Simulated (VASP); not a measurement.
# TiPt3 (Pm-3m) in VASP: settings compared

The runs below take TiPt3 through relaxation of cell and atoms, with PBE, PBEsol.

All numbers are computed with VASP 6.6.1; they aren't measurements. Logs are shortened: lines on timing, memory, paths and dates and some standing lists are left out, and cuts for length are marked.

### Step 1. The cell of the first run

Symmetry: Pm-3m, No. 221, cubic system. The conventional cell has a = 3.897 Å, b = 3.897 Å, c = 3.897 Å, α = 90.00°, β = 90.00°, γ = 90.00°. Within 3.6 Å of Ti (site symmetry m-3m) lie 12 Pt at 2.76 Å. Pt (site symmetry 4/mmm) has 4 Ti at 2.76 Å and 8 Pt at 2.76 Å within 3.6 Å.

### Step 2. Relaxation of cell and atoms, PBE

File INCAR:

```
SYSTEM = TiPt3
ALGO = Normal
EDIFF = 1E-6
EDIFFG = -0.01
ENCUT = 600
GGA = PE
IBRION = 2
ISIF = 3
ISMEAR = -1
LASPH = .TRUE.
LCHARG = .FALSE.
LREAL = .FALSE.
LWAVE = .FALSE.
NELM = 60
NSW = 80
PREC = Accurate
SIGMA = 0.1
```

File KPOINTS:

```
k-points
0
G
  8 8 8
  0 0 0
```

File POSCAR:

```
TiPt3
1.0
    3.8970000000      0.0000000000      0.0000000000
    0.0000000000      3.8970000000      0.0000000000
    0.0000000000      0.0000000000      3.8970000000
Ti Pt
1 3
Direct
    0.0000000000      0.0000000000      0.0000000000
    0.0000000000      0.5000000000      0.5000000000
    0.5000000000      0.0000000000      0.5000000000
    0.5000000000      0.5000000000      0.0000000000
```

Potentials or basis: VASP PAW PBE potentials, release 64 (Ti_sv, Pt).

Started as:

```
$ cat potpaw_PBE.64/Ti_sv/POTCAR potpaw_PBE.64/Pt/POTCAR > POTCAR
$ mpirun -np 1 vasp_std > vasp.out
```

OUTCAR:

```text
SYSTEM = TiPt3
   EDIFF = 1E-6
   EDIFFG = -0.01
   ENCUT = 600
   GGA = PE
   IBRION = 2
   ISIF = 3
   ISMEAR = -1
   LASPH = .TRUE.
   LREAL = .FALSE.
   NELM = 60
   NSW = 80
   PREC = Accurate

 ion  position               nearest neighbor table
   1  0.000  0.000  0.000-   2 2.76   3 2.76   4 2.76   2 2.76   3 2.76   2 2.76   4 2.76   2 2.76
                             3 2.76   4 2.76   3 2.76   4 2.76
   2  0.000  0.500  0.500-   1 2.76   3 2.76   4 2.76   1 2.76   4 2.76   1 2.76   3 2.76   1 2.76
                             3 2.76   4 2.76   4 2.76   3 2.76
   3  0.500  0.000  0.500-   1 2.76   2 2.76   4 2.76   1 2.76   4 2.76   2 2.76   4 2.76   4 2.76
                             1 2.76   2 2.76   1 2.76   2 2.76
   4  0.500  0.500  0.000-   1 2.76   2 2.76   3 2.76   2 2.76   3 2.76   1 2.76   3 2.76   3 2.76
                             1 2.76   2 2.76   2 2.76   1 2.76

  LATTYP: Found a simple cubic cell.
 ALAT       =     3.8970000000

  Lattice vectors:

 A1 = (   3.8970000000,   0.0000000000,   0.0000000000)
 A2 = (   0.0000000000,   3.8970000000,   0.0000000000)
 A3 = (   0.0000000000,   0.0000000000,   3.8970000000)

Analysis of symmetry for initial positions (statically):
=====================================================================
 Subroutine PRICEL returns:
 Original cell was already a primitive cell.

 Routine SETGRP: Setting up the symmetry group for a
 simple cubic supercell.

 Subroutine GETGRP returns: Found 48 space group operations
 (whereof 48 operations were pure point group operations)
 out of a pool of 48 trial point group operations.

The static configuration has the point symmetry O_h .

Analysis of symmetry for dynamics (positions and initial velocities):
=====================================================================
 Subroutine PRICEL returns:
 Original cell was already a primitive cell.

 Routine SETGRP: Setting up the symmetry group for a
 simple cubic supercell.

 Subroutine GETGRP returns: Found 48 space group operations
 (whereof 48 operations were pure point group operations)
 out of a pool of 48 trial point group operations.

The dynamic configuration has the point symmetry O_h .

 Subroutine INISYM returns: Found 48 space group operations
 (whereof 48 operations are pure point group operations),
 and found     1 'primitive' translations

----------------------------------------------------------------------------------------

                                     Primitive cell

  volume of cell :      59.1822

[... 98 lines left out ...]
   ISIF   =      3    stress and relaxation
   ISYM   =      2    0-nonsym 1-usesym 2-fastsym
   POTIM  = 0.5000    time-step for ionic-motion
   TEBEG  =    0.0;   TEEND  =   0.0 temperature during run
   PSTRESS=    0.0 pullay stress
   NELECT =      42.0000    total number of electrons
   NUPDOWN=      -1.0000    fix difference up-down
   EMIN   =  10.00;   EMAX   =-10.00  energy-range for DOS
   EFERMI =   0.00;   METHOD = LEGACY
   ISMEAR =    -1;   SIGMA  =   0.10  broadening in eV -4-tet -1-fermi 0-gaus
   EFERMI_NEDOS =   21; number of points for ismear=-14 and -15
   IALGO  =     38    algorithm
   IMIX   =      4    mixing-type and parameters
     AMIX     =   0.40;   BMIX     =  1.00
     AMIX_MAG =   1.60;   BMIX_MAG =  1.00
  volume/ion in A,a.u.               =      14.80        99.85
  Fermi-wavevector in a.u.,A,eV,Ry     =   1.460251  2.759474 29.012153  2.132333
  Thomas-Fermi vector in A             =   2.576723
   LORBIT       =      0    0 simple, 1 ext, 2 COOP (PROOUT), +10 PAW based schemes
   GGA     = PE    functional components
   LHFCALC =     F    Hartree Fock is set to
   AEXX    =    0.0000 exact exchange contribution
   IVDW    =     0    specifies the selected vdW correction
   LEPSILON=     F    determine dielectric tensor
   LRPA    =     F    only Hartree local field effects (RPA)
 conjugate gradient relaxation of ions
 non-spin polarized calculation
  energy-cutoff  :      600.00
  volume of cell :       59.18
 maximum number of plane-waves:      2000
 NGX is ok and might be reduce to    32
   NGX = 15   NGY = 15   NGZ = 15

--------------------------------------- Ionic step        1  -------------------------------------------

 number of electron      41.9999998 magnetization

 Free energy of the ion-electron system (eV)
  ---------------------------------------------------
  ext. energy  EPLUGINS =         0.00000000
  ---------------------------------------------------
  free energy    TOTEN  =       -29.51224968 eV

  energy without entropy =      -29.44861851  energy(sigma->0) =      -29.48043409

------------------------ aborting loop because EDIFF is reached ----------------------------------------

  FORCE on cell =-STRESS in cart. coord.  units (eV):
  Direction    XX          YY          ZZ          XY          YZ          ZX
  --------------------------------------------------------------------------------------
  -------------------------------------------------------------------------------------
  Total        3.6476533      3.6476533      3.6476533     -0.0000000     -0.0000000      0.0000000
  in kB       98.7490491     98.7490491     98.7490491     -0.0000000     -0.0000000      0.0000000
  external PRESSURE =      98.7490491 kB  Pullay stress =       0.0000000 kB
[... 25 lines left out ...]
--------------------------------------- Ionic step        2  -------------------------------------------

 number of electron      42.0000003 magnetization

 E-fermi :   9.6305     XC(G=0): -12.5422

 val. band max:        9.6143364116   @ k =   0.5000   0.0000   0.0000
 cond. band min:       9.7205686861   @ k =   0.5000   0.1250   0.1250
 fundamental gap:      0.1062322745
 Fermi energy:         9.6304787736

 k-point     1 :       0.0000    0.0000    0.0000
  band No.  band energies     occupation
      1     -48.6248      2.00000
      2     -24.8102      2.00000
      3     -24.8102      2.00000
      4     -24.8102      2.00000
      5       0.6693      2.00000
      6       3.5227      2.00000
[... 738 lines left out ...]
--------------------------------------- Ionic step        4  -------------------------------------------

 number of electron      41.9999988 magnetization

 Free energy of the ion-electron system (eV)
  ---------------------------------------------------
  ext. energy  EPLUGINS =         0.00000000
  ---------------------------------------------------
  free energy    TOTEN  =       -29.58010950 eV

  energy without entropy =      -29.51505522  energy(sigma->0) =      -29.54758236

 E-fermi :  11.1560     XC(G=0): -13.0618

 val. band max:       11.0278622803   @ k =   0.5000   0.0000   0.0000
 cond. band min:      11.1951562030   @ k =   0.0000   0.0000   0.0000
 fundamental gap:      0.1672939227
 Fermi energy:        11.1560009687

 k-point     1 :       0.0000    0.0000    0.0000
  band No.  band energies     occupation
      1     -47.0068      2.00000
      2     -23.2160      2.00000
      3     -23.2160      2.00000
      4     -23.2160      2.00000
      5       1.3371      2.00000
      6       4.1559      2.00000
[... 694 lines left out ...]
  FREE ENERGIE OF THE ION-ELECTRON SYSTEM (eV)
  ---------------------------------------------------
  free  energy   TOTEN  =       -29.5801095041 eV

  energy  without entropy=      -29.5150552211  energy(sigma->0) =      -29.54758236

 reached required accuracy - stopping structural energy minimisation
```

It took 4.5 min on 1 thread of Intel Xeon 8259CL, shared host; peak memory 0.23 GiB.

Results:

```
Free energy                           : -29.5801 eV
Relaxed volume                        : 15.37 Å³/atom
Relaxed cell                          : a = 3.947 Å, b = 3.947 Å, c = 3.947 Å, α = 90.00°, β = 90.00°, γ = 90.00°
Space group after relaxing (to 0.1 Å) : Pm-3m (No. 221)
Energy gained by relaxing             : 17.0 meV/atom
Ionic steps                           : 4
Pressure after relaxing               : 0.0 GPa
Band gap on the k mesh                : zero (bands 21 and 22 overlap by 1.79 eV)
```

Step by step:
```
step  energy change (eV)  largest force (eV/Å)  pressure (GPa)  volume (Å³)
   1              0.0000                0.0000            9.87        59.18
   2              0.2746                0.0000          -17.03        67.34
   3             -0.0678                0.0000           -0.30        61.55
   4             -0.0679                0.0000           -0.04        61.48
```

Final structure:
```
Ti Pt
1.0
     3.94681    0.00000    0.00000
     0.00000    3.94681    0.00000
     0.00000    0.00000    3.94681
Ti Pt
1 3
Direct
  0.00000 0.00000 0.00000
  0.00000 0.50000 0.50000
  0.50000 0.00000 0.50000
  0.50000 0.50000 0.00000
```

Caveat: spin-orbit coupling is left out, which moves the levels of the heavy elements.

### Step 3. Relaxation of cell and atoms, PBEsol

File INCAR:

```
  PREC = Accurate
  ENCUT = 600
  EDIFF = 1E-7
  ISMEAR = -1
  SIGMA = 0.1
  LREAL = False
  LASPH = True
  NELM = 60
  ALGO = Normal
  ISIF = 3
  LWAVE = False
  LCHARG = False
  GGA = PS
  IBRION = 2
  NSW = 80
  EDIFFG = -0.01
```

File KPOINTS:

```
Automatic mesh
0
Gamma
  8 8 8
```

POSCAR is that of step 2.

Potentials or basis: VASP PAW PBE potentials, release 64 (Ti_sv, Pt).

Started as:

```
$ cat potpaw_PBE.64/Ti_sv/POTCAR potpaw_PBE.64/Pt/POTCAR > POTCAR
$ mpirun -np 1 vasp_std > vasp.out
```

Run time: 3 min. Hardware: 1 thread of Intel Xeon 8259CL, shared host; peak memory 0.23 GiB.

The run converged. Its results:

```yaml
Free_energy: -32.7844 eV
Relaxed_volume: 14.81 Å³/atom
Relaxed_cell: a = 3.899 Å, b = 3.899 Å, c = 3.899 Å, α = 90.00°, β = 90.00°, γ = 90.00°
Space_group_after_relaxing_to_0.1_Å: Pm-3m (No. 221)
Energy_gained_by_relaxing: 0.0 meV/atom
Ionic_steps: 3
Pressure_after_relaxing: 0.0 GPa
Band_gap_on_the_k_mesh: zero (bands 21 and 22 overlap by 1.87 eV)
```

Final structure:
```
CELL_PARAMETERS angstrom
3.89865 0.00000 0.00000
0.00000 3.89865 0.00000
0.00000 0.00000 3.89865
ATOMIC_POSITIONS crystal
Ti 0.00000 0.00000 0.00000
Pt 0.00000 0.50000 0.50000
Pt 0.50000 0.00000 0.50000
Pt 0.50000 0.50000 0.00000
```

Levels at points of the mesh, in eV from the Fermi level:
```csv
k point,band 19,band 20,band 21,band 22,band 23,band 24
"(0.00, 0.00, 0.00)",0.07,0.07,1.45,1.45,1.57,1.57
"(0.50, 0.00, 0.00)",-2.59,-1.34,-0.15,-0.15,0.07,0.51
"(0.50, 0.50, 0.00)",-2.44,-2.27,-2.24,0.27,0.27,0.42
"(0.50, 0.50, 0.50)",-0.70,-0.70,-0.42,-0.42,-0.42,1.26
```

Caveat: the PAW data sets were made with another functional, which shifts forces and pressure a little; spin-orbit coupling is left out, which moves the levels of the heavy elements.
